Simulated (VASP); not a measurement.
# CoSi2 (Fm-3m) in VASP: a series of runs

CoSi2 is run at these levels: PBE; tasks: single point.

All numbers are computed with VASP 6.6.1; they aren't measurements. Logs are shortened: lines on timing, memory, paths and dates and some standing lists are left out, and cuts for length are marked.

### Step 1. The cell of the first run

It takes space group Fm-3m (No. 225, cubic). Conventional cell: a = 5.567 Å, b = 5.567 Å, c = 5.567 Å, α = 90.00°, β = 90.00°, γ = 90.00°. Co (site symmetry m-3m) has 8 Si at 2.41 Å within 3.2 Å. Si (site symmetry -43m) has 4 Co at 2.41 Å and 6 Si at 2.78 Å within 3.2 Å.

### Step 2. Single point, PBE, collinear spin, ferromagnetic start

INCAR

```
SYSTEM = CoSi2
PREC = Accurate ; ENCUT = 520
EDIFF = 1E-7 ; ISMEAR = 0
SIGMA = 0.15 ; LREAL = .FALSE.
LASPH = .TRUE. ; NELM = 150
ALGO = Normal ; ISIF = 2
LWAVE = .FALSE. ; LCHARG = .FALSE.
ISPIN = 2 ; MAGMOM = 1.375 0 0
LORBIT = 11 ; NUPDOWN = 1.375
LMAXMIX = 4 ; GGA = PE
NBANDS = 20
```

KPOINTS

```
Automatic mesh
0
G
  14 14 14
  0 0 0
```

POSCAR

```
CoSi2
1.0
    0.0000000000      2.7833407038      2.7833407038
    2.7833407038      0.0000000000      2.7833407038
    2.7833407038      2.7833407038      0.0000000000
Co Si
1 2
Direct
    0.0000000000      0.0000000000      0.0000000000
    0.2500000000      0.2500000000      0.2500000000
    0.7500000000      0.7500000000      0.7500000000
```

Potentials or basis: VASP PAW PBE potentials, release 64 (Co, Si).

Launch:

```bash
> cat potpaw_PBE.64/Co/POTCAR potpaw_PBE.64/Si/POTCAR > POTCAR
> mpirun -np 1 vasp_std > vasp.out
```

OUTCAR:

```text
SYSTEM = CoSi2
   PREC = Accurate
   ENCUT = 520
   EDIFF = 1E-7
   ISMEAR = 0
   LREAL = .FALSE.
   LASPH = .TRUE.
   NELM = 150
   ISIF = 2
   ISPIN = 2
   LORBIT = 11
   NUPDOWN = 1.375
   GGA = PE

 ion  position               nearest neighbor table
   1  0.000  0.000  0.000-   3 2.41   3 2.41   3 2.41   2 2.41   3 2.41   2 2.41   2 2.41   2 2.41

   2  0.250  0.250  0.250-   1 2.41   1 2.41   1 2.41   1 2.41   3 2.78   3 2.78   3 2.78   3 2.78
                             3 2.78   3 2.78
   3  0.750  0.750  0.750-   1 2.41   1 2.41   1 2.41   1 2.41   2 2.78   2 2.78   2 2.78   2 2.78
                             2 2.78   2 2.78

  LATTYP: Found a face centered cubic cell.
 ALAT       =     5.5666814076

  Lattice vectors:

 A1 = (   0.0000000000,   2.7833407038,   2.7833407038)
 A2 = (   2.7833407038,   0.0000000000,   2.7833407038)
 A3 = (   2.7833407038,   2.7833407038,   0.0000000000)

Analysis of symmetry for initial positions (statically):
=====================================================================
 Subroutine PRICEL returns:
 Original cell was already a primitive cell.

 Routine SETGRP: Setting up the symmetry group for a
 face centered cubic supercell.

 Subroutine GETGRP returns: Found 48 space group operations
 (whereof 48 operations were pure point group operations)
 out of a pool of 48 trial point group operations.

The static configuration has the point symmetry O_h .

Analysis of symmetry for dynamics (positions and initial velocities):
=====================================================================
 Subroutine PRICEL returns:
 Original cell was already a primitive cell.

 Routine SETGRP: Setting up the symmetry group for a
 face centered cubic supercell.

 Subroutine GETGRP returns: Found 48 space group operations
 (whereof 48 operations were pure point group operations)
 out of a pool of 48 trial point group operations.

The dynamic configuration has the point symmetry O_h .

Analysis of structural, dynamic, and magnetic symmetry:
=====================================================================
 Subroutine PRICEL returns:
 Original cell was already a primitive cell.

 Routine SETGRP: Setting up the symmetry group for a
 face centered cubic supercell.

 Subroutine GETGRP returns: Found 48 space group operations
 (whereof 48 operations were pure point group operations)
 out of a pool of 48 trial point group operations.

The overall configuration has the point symmetry O_h .

 Subroutine INISYM returns: Found 48 space group operations
 (whereof 48 operations are pure point group operations),
 and found     1 'primitive' translations

----------------------------------------------------------------------------------------

                                     Primitive cell

  volume of cell :      43.1250

  direct lattice vectors                    reciprocal lattice vectors
     0.000000000  2.783340704  2.783340704    -0.179640243  0.179640243  0.179640243
     2.783340704  0.000000000  2.783340704     0.179640243 -0.179640243  0.179640243
     2.783340704  2.783340704  0.000000000     0.179640243  0.179640243 -0.179640243

  length of vectors
     3.936238172  3.936238172  3.936238172     0.311146028  0.311146028  0.311146028

  position of ions in fractional coordinates (direct lattice)
     0.000000000  0.000000000  0.000000000
     0.250000000  0.250000000  0.250000000
     0.750000000  0.750000000  0.750000000

  ion indices of the primitive-cell ions
   primitive index   ion index
                 1           1
                 2           2
                 3           3

----------------------------------------------------------------------------------------

 KPOINTS: Automatic mesh

Automatic generation of k-mesh.
 Grid dimensions read from file:
 generate k-points for:   14   14   14

 Generating k-lattice:

  Cartesian coordinates                     Fractional coordinates (reciprocal lattice)
    -0.012831446  0.012831446  0.012831446     0.071428571  0.000000000  0.000000000
     0.012831446 -0.012831446  0.012831446     0.000000000  0.071428571  0.000000000
     0.012831446  0.012831446 -0.012831446     0.000000000  0.000000000  0.071428571

  Length of vectors
     0.022224716  0.022224716  0.022224716

  Shift w.r.t. Gamma in fractional coordinates (k-lattice)
     0.000000000  0.000000000  0.000000000

 Subroutine IBZKPT returns following result:
 ===========================================

 Found    104 irreducible k-points:

 Following reciprocal coordinates:
            Coordinates               Weight
  0.000000  0.000000  0.000000      1.000000
  0.071429  0.000000  0.000000      8.000000
  0.142857  0.000000  0.000000      8.000000
  0.214286  0.000000  0.000000      8.000000
  0.285714  0.000000  0.000000      8.000000
  0.357143  0.000000  0.000000      8.000000
[... 16 lines left out ...]
  0.214286  0.142857  0.000000     24.000000
  0.285714  0.142857  0.000000     24.000000
 [... further k-points ...]
   k-points           NKPTS =    104   k-points in BZ     NKDIM =    104   number of bands    NBANDS=     20
   number of dos      NEDOS =    301   number of ions     NIONS =      3
   total plane-waves  NPLWV =  27000
   dimension x,y,z NGX =    30 NGY =   30 NGZ =   30
   dimension x,y,z NGXF=    60 NGYF=   60 NGZF=   60
   ions per type =               1   2
   NGX,Y,Z   is equivalent  to a cutoff of  12.67, 12.67, 12.67 a.u.
   NGXF,Y,Z  is equivalent  to a cutoff of  25.34, 25.34, 25.34 a.u.
 SYSTEM =  CoSi2
   PREC   = accura    normal or accurate (medium, high low for compatibility)
   ISTART =      0    job   : 0-new  1-cont  2-samecut
   ICHARG =      2    charge: 1-file 2-atom 10-const
   ISPIN  =      2    spin polarized calculation?
   LNONCOLLINEAR =      F non collinear calculations
   LSORBIT =      F    spin-orbit coupling
   LASPH  =      T    aspherical Exc in radial PAW
   ENCUT  =  520.0 eV  38.22 Ry    6.18 a.u.   7.32  7.32  7.32*2*pi/ulx,y,z
   NELM   =    150;   NELMIN=  2; NELMDL= -5     # of ELM steps
   EDIFF  = 0.1E-06   stopping-criterion for ELM
   LREAL  =      F    real-space projection
   EDIFFG = 0.1E-05   stopping-criterion for IOM
   NSW    =      0    number of steps for IOM
   IBRION =     -1    ionic relax: 0-MD 1-quasi-New 2-CG
   NFREE  =      0    steps in history (QN), initial steepest desc. (CG)
   ISIF   =      2    stress and relaxation
   ISYM   =      2    0-nonsym 1-usesym 2-fastsym
   POTIM  = 0.5000    time-step for ionic-motion
   TEBEG  =    0.0;   TEEND  =   0.0 temperature during run
   PSTRESS=    0.0 pullay stress
   NELECT =      17.0000    total number of electrons
   NUPDOWN=       1.3750    fix difference up-down
   EMIN   =  10.00;   EMAX   =-10.00  energy-range for DOS
   EFERMI =   0.00;   METHOD = LEGACY
   ISMEAR =     0;   SIGMA  =   0.15  broadening in eV -4-tet -1-fermi 0-gaus
   EFERMI_NEDOS =   21; number of points for ismear=-14 and -15
   IALGO  =     38    algorithm
   IMIX   =      4    mixing-type and parameters
     AMIX     =   0.40;   BMIX     =  1.00
     AMIX_MAG =   1.60;   BMIX_MAG =  1.00
  volume/ion in A,a.u.               =      14.37        97.01
  Fermi-wavevector in a.u.,A,eV,Ry     =   1.200369  2.268368 19.604440  1.440886
  Thomas-Fermi vector in A             =   2.336207
   LORBIT       =     11    0 simple, 1 ext, 2 COOP (PROOUT), +10 PAW based schemes
   GGA     = PE    functional components
   LHFCALC =     F    Hartree Fock is set to
   AEXX    =    0.0000 exact exchange contribution
   IVDW    =     0    specifies the selected vdW correction
   LEPSILON=     F    determine dielectric tensor
   LRPA    =     F    only Hartree local field effects (RPA)
 spin polarized calculation
 Gauss-broadening in eV      SIGMA  =   0.15
  energy-cutoff  :      520.00
  volume of cell :       43.12
 maximum number of plane-waves:      1211
 NGX is ok and might be reduce to    30
   NGX = 15   NGY = 15   NGZ = 15

 number of electron      16.9999999 magnetization       1.3750000

 Free energy of the ion-electron system (eV)
  ---------------------------------------------------
  ext. energy  EPLUGINS =         0.00000000
  ---------------------------------------------------
  free energy    TOTEN  =       -18.42904907 eV

  energy without entropy =      -18.40362934  energy(sigma->0) =      -18.41633920

 E-fermi :   8.2144     XC(G=0): -11.2203

 val. band max:        9.8434877327   @ k =   0.3571   0.2143   0.0714
 cond. band min:       8.2233868339   @ k =  -0.4286   0.0714   0.0000
 fundamental gap:     -1.6201008988
 Fermi energy:         9.8607213865

 spin component 1

 k-point     1 :       0.0000    0.0000    0.0000
  band No.  band energies     occupation
      1      -3.7554      1.00000
      2       4.7018      1.00000
      3       4.7018      1.00000
      4       4.7018      1.00000
      5       6.5262      1.00000
      6       6.5262      1.00000
[... 12 lines left out ...]
     19      18.5656      0.00000
     20      21.2683      0.00000

 k-point     2 :       0.0714    0.0000    0.0000
  band No.  band energies     occupation
      1      -3.6846      1.00000
      2       4.4954      1.00000
      3       4.7266      1.00000
      4       4.7266      1.00000
      5       6.5095      1.00000
      6       6.5095      1.00000
[... 12 lines left out ...]
     19      18.8825      0.00000
     20      21.5147      0.00000
[... 465 lines left out ...]
      3       4.7680      1.00000
      4       4.7981      1.00000
      5       6.0650      1.00000
      6       6.6293      1.00000
[... 12 lines left out ...]
     19      21.0052      0.00000
     20      23.6385      0.00000

 k-point    24 :       0.2857    0.1429    0.0000
  band No.  band energies     occupation
      1      -2.7311      1.00000
      2       2.9168      1.00000
      3       4.8433      1.00000
      4       4.9010      1.00000
      5       5.9062      1.00000
      6       6.6577      1.00000
[... 12 lines left out ...]
     19      22.2902      0.00000
     20      24.1064      0.00000

 [... further k-points ...]

 spin component 2

 k-point     1 :       0.0000    0.0000    0.0000
  band No.  band energies     occupation
      1      -3.5118      1.00000
      2       5.2257      1.00000
      3       5.2257      1.00000
      4       5.2257      1.00000
      5       7.3147      1.00000
      6       7.3147      1.00000
[... 12 lines left out ...]
     19      18.7218      0.00000
     20      21.5552      0.00000

 k-point     2 :       0.0714    0.0000    0.0000
  band No.  band energies     occupation
      1      -3.4409      1.00000
      2       4.9831      1.00000
      3       5.2511      1.00000
      4       5.2511      1.00000
      5       7.2926      1.00000
      6       7.2926      1.00000
[... 12 lines left out ...]
     19      19.0431      0.00000
     20      21.8014      0.00000
[... 465 lines left out ...]
      3       5.2521      1.00000
      4       5.2930      1.00000
      5       6.7189      1.00000
      6       7.4307      1.00000
[... 12 lines left out ...]
     19      21.1979      0.00000
     20      23.9279      0.00000

 k-point    24 :       0.2857    0.1429    0.0000
  band No.  band energies     occupation
      1      -2.4864      1.00000
      2       3.2613      1.00000
      3       5.3197      1.00000
      4       5.4040      1.00000
      5       6.4945      1.00000
      6       7.4585      1.00000
[... 12 lines left out ...]
     19      22.4867      0.00000
     20      24.3923      0.00000

 [... further k-points ...]

------------------------ aborting loop because EDIFF is reached ----------------------------------------

  FORCE on cell =-STRESS in cart. coord.  units (eV):
  Direction    XX          YY          ZZ          XY          YZ          ZX
  --------------------------------------------------------------------------------------
  -------------------------------------------------------------------------------------
  Total       -2.3938843     -2.3938843     -2.3938843     -0.0000000      0.0000000      0.0000000
  in kB      -88.9374423    -88.9374423    -88.9374423     -0.0000000      0.0000000      0.0000000
  external PRESSURE =     -88.9374423 kB  Pullay stress =       0.0000000 kB

 VOLUME and BASIS-vectors are now :
 -----------------------------------------------------------------------------
  energy-cutoff  :      520.00
  volume of cell :       43.12
      direct lattice vectors                 reciprocal lattice vectors
     0.000000000  2.783340704  2.783340704    -0.179640243  0.179640243  0.179640243
     2.783340704  0.000000000  2.783340704     0.179640243 -0.179640243  0.179640243
     2.783340704  2.783340704  0.000000000     0.179640243  0.179640243 -0.179640243

 POSITION                                       TOTAL-FORCE (eV/Angst)
 -----------------------------------------------------------------------------------
      0.00000      0.00000      0.00000        -0.000000      0.000000     -0.000000
      1.39167      1.39167      1.39167         0.000000      0.000000     -0.000000
      4.17501      4.17501      4.17501        -0.000000     -0.000000      0.000000
 -----------------------------------------------------------------------------------
    total drift:                                0.000000     -0.000000     -0.000000

  FREE ENERGIE OF THE ION-ELECTRON SYSTEM (eV)
  ---------------------------------------------------
  free  energy   TOTEN  =       -18.4290490700 eV

  energy  without entropy=      -18.4036293354  energy(sigma->0) =      -18.41633920

 total charge

# of ion       s       p       d       tot
------------------------------------------
    1        0.487   0.591   7.454   8.532
    2        0.755   0.794   0.000   1.549
    3        0.755   0.794   0.000   1.549
--------------------------------------------------
tot          1.997   2.179   7.454  11.630

 magnetization (x)

# of ion       s       p       d       tot
------------------------------------------
    1        0.011   0.104   0.806   0.920
    2        0.039   0.058   0.000   0.097
    3        0.039   0.058   0.000   0.097
--------------------------------------------------
tot          0.088   0.220   0.806   1.114
```

Run time: 4.8 min. Hardware: 1 thread of Intel Xeon Platinum 8259CL at 2.50GHz (Skylake/Cascade Lake), shared host; peak memory 0.28 GiB.

What came out:

```yaml
Free_energy: -18.4290 eV
Pressure: -8.9 GPa
Net_moment: 1.38 μB per cell
Site_moments: Co +0.92; Si +0.10 μB
Valence_electrons_inside_the_program's_atomic_spheres: Co 8.53; Si 1.55
```

Caveat: the total moment is fixed, so each spin has its own Fermi level.

[end of part 1 of 2]
